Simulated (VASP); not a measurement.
Wanted: the native input for a VASP 6.6.1 run.

* Task: single point
* Functional: PBE
* Potentials or basis: VASP PAW PBE potentials, release 64 (Al, N)
* Cutoff: 600 eV
* k mesh: 10 × 10 × 10
* Occupations: gaussian, width 0.01 eV
* Spin: no spin polarisation
* Dipole correction: no
* Further INCAR settings: ALGO = Normal; EDIFF = 1e-06; NBANDS = 11

The structure of AlN lies in POSCAR:

```
AlN
1.0
    0.0000000000      2.0913710329      2.0913710329
    2.0913710329      0.0000000000      2.0913710329
    2.0913710329      2.0913710329      0.0000000000
Al N
1 1
Direct
    0.0000000000      0.0000000000      0.0000000000
    0.7500000000      0.7500000000      0.7500000000
```

These files were run (other wordings do the same):

INCAR

```
PREC = Accurate
ENCUT = 600
EDIFF = 1E-6
ISMEAR = 0
SIGMA = 0.01
LREAL = False
LASPH = True
NELM = 120
ALGO = Normal
ISIF = 2
LWAVE = False
LCHARG = False
GGA = PE
NBANDS = 11
GGA_COMPAT = False
```

KPOINTS

```
regular mesh
0
Gamma
  10 10 10
```

Potentials or basis: VASP PAW PBE potentials, release 64 (Al, N).

Launch:

```bash
$ cat potpaw_PBE.64/Al/POTCAR potpaw_PBE.64/N/POTCAR > POTCAR
$ mpirun -np 1 vasp_std > vasp.out
```

Results of the run:

```
Pressure               : 39.8 GPa
Band gap on the k mesh : 3.37 eV, indirect (least direct gap 5.28 eV)
```

Wall time 12 s on 1 thread of AMD EPYC 7R43 64-Core Processor (Zen 3) (shared host), peak memory 0.1 GiB.
